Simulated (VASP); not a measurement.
# W9C8 in VASP: a series of runs

The runs below take W9C8 through single point, with PBEsol.

All numbers are computed with VASP 6.6.1; they aren't measurements. Logs are shortened: lines on timing, memory, paths and dates and some standing lists are left out, and cuts for length are marked.

## 1. The cell of the first run

The cell holds a slab with vacuum, 17 atoms: a = 5.792 Å, b = 5.792 Å, c = 17.258 Å, α = 90.00°, β = 90.00°, γ = 120.00°.

## 2. Single point, PBEsol

Contents of INCAR:

```
PREC = Accurate ; ENCUT = 520
EDIFF = 1E-6 ; ISMEAR = 0
SIGMA = 0.05 ; LREAL = Auto
LASPH = True ; NELM = 100
ALGO = Normal ; ISIF = 2
LWAVE = False ; LCHARG = False
GGA = PS ; NBANDS = 93
```

Contents of KPOINTS:

```
Automatic mesh
0
Gamma
  4 4 1
```

Contents of POSCAR:

```
W9C8
1.0
    5.7920000000      0.0000000000      0.0000000000
   -2.8960000000      5.0160190000      0.0000000000
    0.0000000000      0.0000000000     17.2583500000
W C
9 8
Direct
    0.0000000000      0.0000000000      0.0579430247
    0.0051753565     -0.0020408615      0.2262814232
    0.0000000498      0.5000000997      0.0579430247
   -0.0018127185      0.5018234580      0.2197919847
    0.5000000000      0.0000000000      0.0579430247
    0.5001845231     -0.0001668654      0.2134875582
    0.5000000498      0.5000000997      0.0579430247
    0.5020549175      0.4948422245      0.2262784681
    0.5766659596      0.9233453861      0.3581855160
    0.3329790500      0.1670302684      0.1347048240
    0.3561818294      0.1438222224      0.2997178757
    0.3320879524      0.6634825347      0.1333512763
    0.3166153270      0.6745100048      0.2929911608
    0.8365275907      0.1679250019      0.1333484951
    0.8255094963      0.1833988268      0.2929916823
    0.8317902962      0.6682093908      0.1363731759
    0.8282705849      0.6717386836      0.2938261190
```

Potentials or basis: VASP PAW PBE potentials, release 64 (W_sv, C).

Started as:

```console
$ cat potpaw_PBE.64/W_sv/POTCAR potpaw_PBE.64/C/POTCAR > POTCAR
$ mpirun -np 1 vasp_std > vasp.out
```

OUTCAR:

```text
PREC = Accurate
   ENCUT = 520
   EDIFF = 1E-6
   ISMEAR = 0
   LREAL = Auto
   LASPH = True
   NELM = 100
   ISIF = 2
   GGA = PS

 ion  position               nearest neighbor table
   1  0.000  0.000  0.058-  14 2.11  10 2.13  16 2.15   3 2.90   7 2.90   5 2.90   5 2.90   7 2.90
                             3 2.90   2 2.91
   2  0.005  0.998  0.226-  17 2.01  15 2.16  11 2.18  16 2.27  10 2.28  14 2.34   4 2.86   6 2.87
                             8 2.88   1 2.91   8 2.91   6 2.94   4 2.94   9 3.23
   3  0.000  0.500  0.058-  14 2.11  12 2.11  16 2.16   4 2.79   1 2.90   5 2.90   7 2.90   7 2.90
                             5 2.90   1 2.90
   4  0.998  0.502  0.220-  15 2.04  13 2.04  17 2.13  16 2.20  12 2.24  14 2.24   3 2.79   8 2.86
                             2 2.86   6 2.90   6 2.90   8 2.94   2 2.94
   5  0.500  0.000  0.058-  12 2.13  14 2.13  10 2.14   6 2.68   7 2.90   3 2.90   1 2.90   1 2.90
                             3 2.90   7 2.90
   6  0.500  1.000  0.213-  11 2.07  13 2.14  15 2.14  10 2.16  12 2.18  14 2.18   9 2.61   5 2.68
                             2 2.87   8 2.87   4 2.90   4 2.90   8 2.94   2 2.94
   7  0.500  0.500  0.058-  12 2.11  10 2.13  16 2.15   5 2.90   1 2.90   3 2.90   3 2.90   1 2.90
                             5 2.90   8 2.91
   8  0.502  0.495  0.226-  17 2.01  13 2.16  11 2.18  16 2.27  10 2.28  12 2.34   4 2.86   6 2.87
                             2 2.88   7 2.91   2 2.91   6 2.94   4 2.94   9 3.23
   9  0.577  0.923  0.358-  13 1.85  15 1.86  11 2.43   6 2.61  17 2.76   2 3.23   8 3.23
  10  0.333  0.167  0.135-   7 2.13   1 2.13   5 2.14   6 2.16   8 2.28   2 2.28
  11  0.356  0.144  0.300-   6 2.07   2 2.18   8 2.18   9 2.43
  12  0.332  0.663  0.133-   7 2.11   3 2.11   5 2.13   6 2.18   4 2.24   8 2.34
  13  0.317  0.675  0.293-   9 1.85   4 2.04   6 2.14   8 2.16
  14  0.837  0.168  0.133-   1 2.11   3 2.11   5 2.13   6 2.18   4 2.24   2 2.34
  15  0.826  0.183  0.293-   9 1.86   4 2.04   6 2.14   2 2.16
  16  0.832  0.668  0.136-   7 2.15   1 2.15   3 2.16   4 2.20   8 2.27   2 2.27
  17  0.828  0.672  0.294-   2 2.01   8 2.01   4 2.13   9 2.76

  LATTYP: Found a hexagonal cell.
 ALAT       =     5.7920000000
 C/A-ratio  =     2.9796875000

  Lattice vectors:

 A1 = (   5.7920000000,   0.0000000000,   0.0000000000)
 A2 = (  -2.8960000000,   5.0160190000,   0.0000000000)
 A3 = (   0.0000000000,   0.0000000000,  17.2583500000)

Analysis of symmetry for initial positions (statically):
=====================================================================
 Subroutine PRICEL returns:
 Original cell was already a primitive cell.

 Routine SETGRP: Setting up the symmetry group for a
 hexagonal supercell.

 Subroutine GETGRP returns: Found  1 space group operations
 (whereof  1 operations were pure point group operations)
 out of a pool of 24 trial point group operations.

The static configuration has the point symmetry C_1 .
[... 140 lines left out ...]
   NUPDOWN=      -1.0000    fix difference up-down
   EMIN   =  10.00;   EMAX   =-10.00  energy-range for DOS
   EFERMI =   0.00;   METHOD = LEGACY
   ISMEAR =     0;   SIGMA  =   0.05  broadening in eV -4-tet -1-fermi 0-gaus
   EFERMI_NEDOS =   21; number of points for ismear=-14 and -15
   IALGO  =     38    algorithm
   IMIX   =      4    mixing-type and parameters
     AMIX     =   0.40;   BMIX     =  1.00
     AMIX_MAG =   1.60;   BMIX_MAG =  1.00
  volume/ion in A,a.u.               =      29.49       199.04
  Fermi-wavevector in a.u.,A,eV,Ry     =   1.114033  2.105218 16.885787  1.241070
  Thomas-Fermi vector in A             =   2.250624
   LORBIT       =      0    0 simple, 1 ext, 2 COOP (PROOUT), +10 PAW based schemes
   GGA     = PS    functional components
   LHFCALC =     F    Hartree Fock is set to
   AEXX    =    0.0000 exact exchange contribution
   IVDW    =     0    specifies the selected vdW correction
   LEPSILON=     F    determine dielectric tensor
   LRPA    =     F    only Hartree local field effects (RPA)
 non-spin polarized calculation
 Gauss-broadening in eV      SIGMA  =   0.05
  energy-cutoff  :      520.00
  volume of cell :      501.40
 maximum number of plane-waves:     13519
 NGX is ok and might be reduce to    48
   NGX = 21   NGY = 21   NGZ = 65

 number of electron     157.9999997 magnetization

 Free energy of the ion-electron system (eV)
  ---------------------------------------------------
  ext. energy  EPLUGINS =         0.00000000
  ---------------------------------------------------
  free energy    TOTEN  =      -186.10890275 eV

  energy without entropy =     -186.09567907  energy(sigma->0) =     -186.10229091

 E-fermi :   1.4103     XC(G=0):  -6.3177

 val. band max:        1.3482112042   @ k =   0.0000   0.2500   0.0000
 cond. band min:       1.4210874704   @ k =   0.0000   0.5000   0.0000
 fundamental gap:      0.0728762662
 Fermi energy:         1.4102728685

 k-point     1 :       0.0000    0.0000    0.0000
  band No.  band energies     occupation
      1     -73.2498      2.00000
      2     -72.7528      2.00000
      3     -72.7170      2.00000
      4     -72.5979      2.00000
      5     -72.4915      2.00000
      6     -72.4536      2.00000
[... 929 lines left out ...]
     90       3.5010      0.00000
     91       3.6000      0.00000
 [bands above 91 left out]

------------------------ aborting loop because EDIFF is reached ----------------------------------------

  FORCE on cell =-STRESS in cart. coord.  units (eV):
  Direction    XX          YY          ZZ          XY          YZ          ZX
  --------------------------------------------------------------------------------------
  -------------------------------------------------------------------------------------
  Total       -7.2826705     -3.8139085      0.7006787      3.0025462     -0.8675849      1.4990053
  in kB      -23.2709571    -12.1869169      2.2389402      9.5942998     -2.7722704      4.7899034
  external PRESSURE =     -11.0729780 kB  Pullay stress =       0.0000000 kB

 VOLUME and BASIS-vectors are now :
 -----------------------------------------------------------------------------
  energy-cutoff  :      520.00
  volume of cell :      501.40
      direct lattice vectors                 reciprocal lattice vectors
     5.792000000  0.000000000  0.000000000     0.172651934  0.099680643  0.000000000
    -2.896000000  5.016019000  0.000000000     0.000000000  0.199361286  0.000000000
     0.000000000  0.000000000 17.258350000     0.000000000  0.000000000  0.057942967

 POSITION                                       TOTAL-FORCE (eV/Angst)
 -----------------------------------------------------------------------------------
      0.00000      0.00000      1.00000         0.046424      0.044898      0.638407
     -2.86011      5.00578      3.90524        -0.007200      0.049146      0.017290
     -1.44800      2.50801      1.00000        -0.122769      0.071334     -0.203045
      4.32822      2.51716      3.79325        -0.025381      0.014561     -0.037336
      2.89600      0.00000      1.00000        -0.049145      0.028479     -1.230673
      0.00155      5.01518      3.68444        -0.055286      0.031786     -0.036990
[... 9 lines left out ...]
      2.88259      3.35175      2.35358        -0.011912      0.007131     -0.008811
      2.85199      3.36945      5.07095        -0.080923      0.046802      0.162604
 -----------------------------------------------------------------------------------
    total drift:                                0.009540     -0.005056     -0.011389

  FREE ENERGIE OF THE ION-ELECTRON SYSTEM (eV)
  ---------------------------------------------------
  free  energy   TOTEN  =      -186.1089027514 eV

  energy  without entropy=     -186.0956790662  energy(sigma->0) =     -186.10229091
```

OSZICAR:

```text
N       E                     dE             d eps       ncg     rms          rms(c)
DAV:   1     0.188843384871E+04    0.18884E+04   -0.93529E+04  2260   0.162E+03
DAV:   2    -0.930352294480E+02   -0.19815E+04   -0.19409E+04  2134   0.492E+02
DAV:   3    -0.211908429656E+03   -0.11887E+03   -0.11584E+03  2304   0.117E+02
[... 22 lines left out ...]
DAV:  26    -0.186108886369E+03   -0.16358E-04   -0.51994E-06  1624   0.830E-03    0.205E-03
DAV:  27    -0.186108896044E+03   -0.96752E-05   -0.83602E-07  1296   0.283E-03    0.115E-03
DAV:  28    -0.186108900555E+03   -0.45111E-05   -0.55226E-07  1262   0.195E-03    0.770E-04
DAV:  29    -0.186108902053E+03   -0.14978E-05   -0.19620E-07  1267   0.135E-03    0.400E-04
DAV:  30    -0.186108902751E+03   -0.69815E-06   -0.12049E-07  1209   0.895E-04
   1 F= -.18610890E+03 E0= -.18610229E+03  d E =-.132237E-01
```

Wall time 13 min (1 thread of Intel Xeon 6975P-C (Granite Rapids), shared host); peak memory 0.75 GiB.

What came out:

- Free energy: -186.1089 eV
- Largest force: 1.232 eV/Å
- Band gap on the k mesh: zero (band 79 reaches 1.76 eV, above the bottom of band 80 at 1.32 eV)

Forces on the atoms (eV/Å):
```
W    0.046  0.045  0.638
W   -0.007  0.049  0.017
W   -0.123  0.071 -0.203
W   -0.025  0.015 -0.037
W   -0.049  0.028 -1.231
W   -0.055  0.032 -0.037
W   -0.016 -0.062  0.638
W   -0.046 -0.019  0.018
W    0.597 -0.344  0.134
C   -0.003  0.002 -0.014
C   -0.026  0.015  0.006
C   -0.014 -0.003 -0.008
C   -0.153 -0.056 -0.034
C   -0.005  0.013 -0.007
C   -0.028  0.161 -0.034
C   -0.012  0.007 -0.009
C   -0.081  0.047  0.163
```

Levels at points of the mesh, in eV from the Fermi level:
| k point | band 76 | band 77 | band 78 | band 79 | band 80 | band 81 | band 82 | band 83 |
| --- | --- | --- | --- | --- | --- | --- | --- | --- |
| (0.00, 0.00, 0.00) | -0.18 | 0.08 | 0.17 | 0.35 | 0.49 | 0.56 | 0.61 | 1.06 |
| (0.50, 0.00, 0.00) | -1.05 | -0.96 | -0.72 | -0.38 | 0.01 | 0.39 | 0.77 | 0.93 |
| (0.00, 0.50, 0.00) | -1.05 | -0.96 | -0.72 | -0.38 | 0.01 | 0.39 | 0.77 | 0.93 |
| (0.50, 0.50, 0.00) | -0.94 | -0.88 | -0.67 | -0.59 | -0.09 | 0.66 | 0.91 | 1.00 |

Caveat: the PAW data sets were made with another functional, which shifts forces and pressure a little; spin-orbit coupling is left out, which moves the levels of the heavy elements.

(Part 1 of 2 ends here.)
